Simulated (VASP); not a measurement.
# SnO2 (Cassiterite) (P4_2/mnm) in VASP: further runs

The runs below take SnO2 (Cassiterite) through single point, with PBEsol, RPBE.

All numbers are computed with VASP 6.6.1; they aren't measurements. Logs are shortened: lines on timing, memory, paths and dates and some standing lists are left out, and cuts for length are marked.

### 1 The cell of the first run

Symmetry: P4_2/mnm, No. 136, tetragonal system. Conventional cell: a = 4.738 Å, b = 4.738 Å, c = 3.187 Å, α = 90.00°, β = 90.00°, γ = 90.00°. Sn (site symmetry mmm) has 6 O at 2.05 to 2.06 Å within 2.7 Å. O (site symmetry m2m) has 3 Sn at 2.05 to 2.06 Å and 1 O at 2.59 Å within 2.7 Å.

### 2 Single point, PBEsol

The input, INCAR:

```
PREC = Accurate
ENCUT = 520
EDIFF = 1E-6
ISMEAR = 0
SIGMA = 0.01
LREAL = F
LASPH = T
NELM = 60
ALGO = Normal
ISIF = 2
LWAVE = F
LCHARG = F
GGA = PS
NBANDS = 35
```

The input, KPOINTS:

```
Automatic mesh
0
Gamma
  4 4 6
```

The input, POSCAR:

```
SnO2
1.0
    4.7380000000      0.0000000000      0.0000000000
    0.0000000000      4.7380000000      0.0000000000
    0.0000000000      0.0000000000      3.1865000000
Sn O
2 4
Direct
    0.0000000000      0.0000000000      0.0000000000
    0.5000000000      0.5000000000      0.5000000000
    0.3071000000      0.3071000000      0.0000000000
    0.1929000000      0.8071000000      0.5000000000
    0.6929000000      0.6929000000      0.0000000000
    0.8071000000      0.1929000000      0.5000000000
```

Potentials or basis: VASP PAW PBE potentials, release 64 (Sn_d, O).

On the command line:

```console
$ cat potpaw_PBE.64/Sn_d/POTCAR potpaw_PBE.64/O/POTCAR > POTCAR
$ mpirun -np 1 vasp_std > vasp.out
```

OUTCAR:

```text
PREC = Accurate
   ENCUT = 520
   EDIFF = 1E-6
   ISMEAR = 0
   LREAL = F
   LASPH = T
   NELM = 60
   ISIF = 2
   GGA = PS

 ion  position               nearest neighbor table
   1  0.000  0.000  0.000-   4 2.05   6 2.05   4 2.05   6 2.05   5 2.06   3 2.06   2 3.71   2 3.71
                             2 3.71   2 3.71   2 3.71   2 3.71   2 3.71   2 3.71
   2  0.500  0.500  0.500-   3 2.05   5 2.05   3 2.05   5 2.05   4 2.06   6 2.06   1 3.71   1 3.71
                             1 3.71   1 3.71   1 3.71   1 3.71   1 3.71   1 3.71
   3  0.307  0.307  0.000-   2 2.05   2 2.05   1 2.06
   4  0.193  0.807  0.500-   1 2.05   1 2.05   2 2.06
   5  0.693  0.693  0.000-   2 2.05   2 2.05   1 2.06
   6  0.807  0.193  0.500-   1 2.05   1 2.05   2 2.06

  LATTYP: Found a simple tetragonal cell.
 ALAT       =     4.7380000000
 C/A-ratio  =     0.6725411566

  Lattice vectors:

 A1 = (   4.7380000000,   0.0000000000,   0.0000000000)
 A2 = (   0.0000000000,   4.7380000000,   0.0000000000)
 A3 = (   0.0000000000,   0.0000000000,   3.1865000000)

Analysis of symmetry for initial positions (statically):
=====================================================================
 Subroutine PRICEL returns:
 Original cell was already a primitive cell.

 Routine SETGRP: Setting up the symmetry group for a
 simple tetragonal supercell.

 Subroutine GETGRP returns: Found 16 space group operations
 (whereof  8 operations were pure point group operations)
 out of a pool of 16 trial point group operations.

The static configuration has the point symmetry D_2h.
 The point group associated with its full space group is D_4h.

Analysis of symmetry for dynamics (positions and initial velocities):
=====================================================================
 Subroutine PRICEL returns:
 Original cell was already a primitive cell.

 Routine SETGRP: Setting up the symmetry group for a
 simple tetragonal supercell.

 Subroutine GETGRP returns: Found 16 space group operations
 (whereof  8 operations were pure point group operations)
 out of a pool of 16 trial point group operations.

The dynamic configuration has the point symmetry D_2h.
 The point group associated with its full space group is D_4h.

 Subroutine INISYM returns: Found 16 space group operations
 (whereof  8 operations are pure point group operations),
 and found     1 'primitive' translations

----------------------------------------------------------------------------------------

                                     Primitive cell

  volume of cell :      71.5326

  direct lattice vectors                    reciprocal lattice vectors
     4.738000000  0.000000000  0.000000000     0.211059519  0.000000000  0.000000000
     0.000000000  4.738000000  0.000000000     0.000000000  0.211059519  0.000000000
     0.000000000  0.000000000  3.186500000     0.000000000  0.000000000  0.313823945

  length of vectors
     4.738000000  4.738000000  3.186500000     0.211059519  0.211059519  0.313823945

  position of ions in fractional coordinates (direct lattice)
     0.000000000  0.000000000  0.000000000
     0.500000000  0.500000000  0.500000000
     0.307100000  0.307100000  0.000000000
     0.192900000  0.807100000  0.500000000
     0.692900000  0.692900000  0.000000000
     0.807100000  0.192900000  0.500000000

  ion indices of the primitive-cell ions
   primitive index   ion index
                 1           1
                 2           2
                 3           3
                 4           4
                 5           5
                 6           6

----------------------------------------------------------------------------------------

 KPOINTS: Automatic mesh

Automatic generation of k-mesh.
 Grid dimensions read from file:
 generate k-points for:    4    4    6

 Generating k-lattice:

  Cartesian coordinates                     Fractional coordinates (reciprocal lattice)
     0.052764880  0.000000000  0.000000000     0.250000000  0.000000000  0.000000000
     0.000000000  0.052764880  0.000000000     0.000000000  0.250000000  0.000000000
     0.000000000  0.000000000  0.052303991     0.000000000  0.000000000  0.166666667

  Length of vectors
     0.052764880  0.052764880  0.052303991

  Shift w.r.t. Gamma in fractional coordinates (k-lattice)
     0.000000000  0.000000000  0.000000000

 Subroutine IBZKPT returns following result:
 ===========================================

 Found     24 irreducible k-points:

 Following reciprocal coordinates:
            Coordinates               Weight
  0.000000  0.000000  0.000000      1.000000
  0.250000  0.000000  0.000000      4.000000
  0.500000  0.000000  0.000000      2.000000
  0.250000  0.250000  0.000000      4.000000
  0.500000  0.250000  0.000000      4.000000
  0.500000  0.500000  0.000000      1.000000
[... 16 lines left out ...]
  0.500000  0.250000  0.500000      4.000000
  0.500000  0.500000  0.500000      1.000000
   k-points           NKPTS =     24   k-points in BZ     NKDIM =     24   number of bands    NBANDS=     35
   number of dos      NEDOS =    301   number of ions     NIONS =      6
   total plane-waves  NPLWV =  31104
   dimension x,y,z NGX =    36 NGY =   36 NGZ =   24
   dimension x,y,z NGXF=    72 NGYF=   72 NGZF=   48
   ions per type =               2   4
   NGX,Y,Z   is equivalent  to a cutoff of  12.63, 12.63, 12.52 a.u.
   NGXF,Y,Z  is equivalent  to a cutoff of  25.26, 25.26, 25.04 a.u.
 SYSTEM =  unknown system
   PREC   = accura    normal or accurate (medium, high low for compatibility)
   ISTART =      0    job   : 0-new  1-cont  2-samecut
   ICHARG =      2    charge: 1-file 2-atom 10-const
   ISPIN  =      1    spin polarized calculation?
   LNONCOLLINEAR =      F non collinear calculations
   LSORBIT =      F    spin-orbit coupling
   LASPH  =      T    aspherical Exc in radial PAW
   ENCUT  =  520.0 eV  38.22 Ry    6.18 a.u.   8.81  8.81  5.92*2*pi/ulx,y,z
   NELM   =     60;   NELMIN=  2; NELMDL= -5     # of ELM steps
   EDIFF  = 0.1E-05   stopping-criterion for ELM
   LREAL  =      F    real-space projection
   EDIFFG = 0.1E-04   stopping-criterion for IOM
   NSW    =      0    number of steps for IOM
   IBRION =     -1    ionic relax: 0-MD 1-quasi-New 2-CG
   NFREE  =      0    steps in history (QN), initial steepest desc. (CG)
   ISIF   =      2    stress and relaxation
   ISYM   =      2    0-nonsym 1-usesym 2-fastsym
   POTIM  = 0.5000    time-step for ionic-motion
   TEBEG  =    0.0;   TEEND  =   0.0 temperature during run
   PSTRESS=    0.0 pullay stress
   NELECT =      52.0000    total number of electrons
   NUPDOWN=      -1.0000    fix difference up-down
   EMIN   =  10.00;   EMAX   =-10.00  energy-range for DOS
   EFERMI =   0.00;   METHOD = LEGACY
   ISMEAR =     0;   SIGMA  =   0.01  broadening in eV -4-tet -1-fermi 0-gaus
   EFERMI_NEDOS =   21; number of points for ismear=-14 and -15
   IALGO  =     38    algorithm
   IMIX   =      4    mixing-type and parameters
     AMIX     =   0.40;   BMIX     =  1.00
     AMIX_MAG =   1.60;   BMIX_MAG =  1.00
  volume/ion in A,a.u.               =      11.92        80.45
  Fermi-wavevector in a.u.,A,eV,Ry     =   1.472000  2.781677 29.480903  2.166785
  Thomas-Fermi vector in A             =   2.587068
   LORBIT       =      0    0 simple, 1 ext, 2 COOP (PROOUT), +10 PAW based schemes
   GGA     = PS    functional components
   LHFCALC =     F    Hartree Fock is set to
   AEXX    =    0.0000 exact exchange contribution
   IVDW    =     0    specifies the selected vdW correction
   LEPSILON=     F    determine dielectric tensor
   LRPA    =     F    only Hartree local field effects (RPA)
 non-spin polarized calculation
 Gauss-broadening in eV      SIGMA  =   0.01
  energy-cutoff  :      520.00
  volume of cell :       71.53
 maximum number of plane-waves:      1992
 NGX is ok and might be reduce to    36
   NGX = 17   NGY = 17   NGZ = 11

 number of electron      51.9999993 magnetization

 Free energy of the ion-electron system (eV)
  ---------------------------------------------------
  ext. energy  EPLUGINS =         0.00000000
  ---------------------------------------------------
  free energy    TOTEN  =       -39.63483587 eV

  energy without entropy =      -39.63483587  energy(sigma->0) =      -39.63483587

 E-fermi :   6.1373     XC(G=0): -11.5357

 val. band max:        6.0194038657   @ k =   0.0000   0.0000   0.0000
 cond. band min:       7.1951329912   @ k =   0.0000   0.0000   0.0000
 fundamental gap:      1.1757291255
 Fermi energy:         6.1372799700

 k-point     1 :       0.0000    0.0000    0.0000
  band No.  band energies     occupation
      1     -15.0187      2.00000
      2     -14.2418      2.00000
      3     -13.9383      2.00000
      4     -13.9173      2.00000
      5     -13.9173      2.00000
      6     -13.8347      2.00000
[... 27 lines left out ...]
     34      17.9904      0.00000
     35      18.4508      0.00000

 k-point     2 :       0.2500    0.0000    0.0000
  band No.  band energies     occupation
      1     -14.9227      2.00000
      2     -14.3531      2.00000
      3     -13.9386      2.00000
      4     -13.9134      2.00000
      5     -13.9133      2.00000
      6     -13.9039      2.00000
[... 27 lines left out ...]
     34      18.0173      0.00000
     35      18.3880      0.00000

 k-point     3 :       0.5000    0.0000    0.0000
  band No.  band energies     occupation
      1     -14.6596      2.00000
      2     -14.6596      2.00000
      3     -13.9371      2.00000
      4     -13.9371      2.00000
      5     -13.9093      2.00000
      6     -13.9093      2.00000
[... 27 lines left out ...]
     34      18.3015      0.00000
     35      18.5314      0.00000

 k-point     4 :       0.2500    0.2500    0.0000
  band No.  band energies     occupation
      1     -14.8744      2.00000
      2     -14.4764      2.00000
      3     -13.9364      2.00000
      4     -13.9186      2.00000
      5     -13.9110      2.00000
      6     -13.9093      2.00000
[... 27 lines left out ...]
     34      17.9703      0.00000
     35      18.2415      0.00000

 k-point     5 :       0.5000    0.2500    0.0000
  band No.  band energies     occupation
      1     -14.7127      2.00000
      2     -14.7127      2.00000
      3     -13.9225      2.00000
      4     -13.9225      2.00000
      5     -13.9147      2.00000
      6     -13.9147      2.00000
[... 638 lines left out ...]
 k-point    22 :       0.2500    0.2500    0.5000
  band No.  band energies     occupation
      1     -14.9421      2.00000
      2     -14.7623      2.00000
      3     -14.2510      2.00000
      4     -13.9251      2.00000
      5     -13.7813      2.00000
      6     -13.7777      2.00000
[... 27 lines left out ...]
     34      17.9504      0.00000
     35      18.4180      0.00000

 k-point    23 :       0.5000    0.2500    0.5000
  band No.  band energies     occupation
      1     -14.8715      2.00000
      2     -14.8715      2.00000
      3     -14.0825      2.00000
      4     -14.0825      2.00000
      5     -13.7784      2.00000
      6     -13.7784      2.00000
[... 27 lines left out ...]
     34      17.4906      0.00000
     35      18.6677      0.00000

 k-point    24 :       0.5000    0.5000    0.5000
  band No.  band energies     occupation
      1     -14.7697      2.00000
      2     -14.7697      2.00000
      3     -14.2586      2.00000
      4     -14.2586      2.00000
      5     -13.7741      2.00000
      6     -13.7741      2.00000
[... 27 lines left out ...]
     34      17.0849      0.00000
     35      18.9987      0.00000

------------------------ aborting loop because EDIFF is reached ----------------------------------------

  FORCE on cell =-STRESS in cart. coord.  units (eV):
  Direction    XX          YY          ZZ          XY          YZ          ZX
  --------------------------------------------------------------------------------------
  -------------------------------------------------------------------------------------
  Total        2.0501048      2.0501048      3.0720327      0.0000000      0.0000000      0.0000000
  in kB       45.9179631     45.9179631     68.8069612      0.0000000      0.0000000      0.0000000
  external PRESSURE =      53.5476291 kB  Pullay stress =       0.0000000 kB

 VOLUME and BASIS-vectors are now :
 -----------------------------------------------------------------------------
  energy-cutoff  :      520.00
  volume of cell :       71.53
      direct lattice vectors                 reciprocal lattice vectors
     4.738000000  0.000000000  0.000000000     0.211059519  0.000000000  0.000000000
     0.000000000  4.738000000  0.000000000     0.000000000  0.211059519  0.000000000
     0.000000000  0.000000000  3.186500000     0.000000000  0.000000000  0.313823945

 POSITION                                       TOTAL-FORCE (eV/Angst)
 -----------------------------------------------------------------------------------
      0.00000      0.00000      0.00000         0.000000      0.000000      0.000000
      2.36900      2.36900      1.59325         0.000000      0.000000      0.000000
      1.45504      1.45504      0.00000        -0.161528     -0.161528     -0.000000
      0.91396      3.82404      1.59325         0.161528     -0.161528     -0.000000
      3.28296      3.28296      0.00000         0.161528      0.161528      0.000000
      3.82404      0.91396      1.59325        -0.161528      0.161528      0.000000
 -----------------------------------------------------------------------------------
    total drift:                               -0.000000      0.000000      0.000000

  FREE ENERGIE OF THE ION-ELECTRON SYSTEM (eV)
  ---------------------------------------------------
  free  energy   TOTEN  =       -39.6348358726 eV

  energy  without entropy=      -39.6348358726  energy(sigma->0) =      -39.63483587
```

Run time: 32 s. Hardware: 1 thread of AMD EPYC 9R45 (Zen 5), shared host; peak memory 0.16 GiB.

Results:

- Free energy: -39.6348 eV
- Pressure: 5.4 GPa
- Largest force: 0.228 eV/Å
- Band gap on the k mesh: 1.18 eV, direct

Forces in eV/Å, atoms in the order of the input:
```
Sn   0.000  0.000  0.000
Sn   0.000  0.000  0.000
O   -0.162 -0.162  0.000
O    0.162 -0.162  0.000
O    0.162  0.162  0.000
O   -0.162  0.162  0.000
```

Stress tensor (GPa, compression positive):
```
4.59 0.00 0.00
0.00 4.59 0.00
0.00 0.00 6.88
```

Caveat: the PAW data sets were made with another functional, which shifts forces and pressure a little; spin-orbit coupling is left out, which moves the levels of the heavy elements.

### 3 Single point, RPBE

The input, INCAR:

```
  PREC = Accurate
  ENCUT = 520
  EDIFF = 1E-7
  ISMEAR = 0
  SIGMA = 0.01
  LREAL = F
  LASPH = T
  NELM = 80
  ALGO = Normal
  ISIF = 2
  LWAVE = F
  LCHARG = F
  GGA = RP
  NBANDS = 35
```

KPOINTS is that of step 2.

POSCAR is that of step 2.

Potentials or basis: VASP PAW PBE potentials, release 64 (Sn_d, O).

On the command line:

```console
$ cat potpaw_PBE.64/Sn_d/POTCAR potpaw_PBE.64/O/POTCAR > POTCAR
$ mpirun -np 1 vasp_std > vasp.out
```

Wall time 38 s (1 thread of AMD EPYC 9R45 (Zen 5), shared host); peak memory 0.17 GiB.

Results (log left out):

| Property | Result |
| --- | --- |
| Free energy | -34.7187 eV |
| Pressure | 16.0 GPa |
| Largest force | 0.326 eV/Å |
| Band gap on the k mesh | 1.36 eV, direct |

Forces on the atoms (eV/Å):
```
Sn   0.000  0.000  0.000
Sn   0.000  0.000  0.000
O   -0.230 -0.230  0.000
O    0.230 -0.230  0.000
O    0.230  0.230  0.000
O   -0.230  0.230  0.000
```

Stress tensor (GPa, compression positive):
```
14.86  0.00  0.00
 0.00 14.86  0.00
 0.00  0.00 18.36
```

Levels at points of the mesh, in eV from the valence-band top:
```tsv
k point	band 24	band 25	band 26	band 27	band 28	band 29
(0.00, 0.00, 0.00)	-0.77	-0.77	0.00	1.36	6.27	6.49
(0.50, 0.00, 0.00)	-1.18	-0.63	-0.63	4.53	4.53	7.24
(0.50, 0.50, 0.00)	-1.29	-0.90	-0.90	4.93	4.93	7.66
(0.00, 0.00, 0.50)	-1.63	-1.25	-1.25	6.31	6.31	9.94
(0.50, 0.00, 0.50)	-1.09	-0.68	-0.68	6.60	6.60	8.20
(0.50, 0.50, 0.50)	-0.96	-0.83	-0.83	5.01	5.01	9.07
```

Caveat: the PAW data sets were made with another functional, which shifts forces and pressure a little; spin-orbit coupling is left out, which moves the levels of the heavy elements. A hybrid or GW would open this gap; RPBE tends to underestimate it.
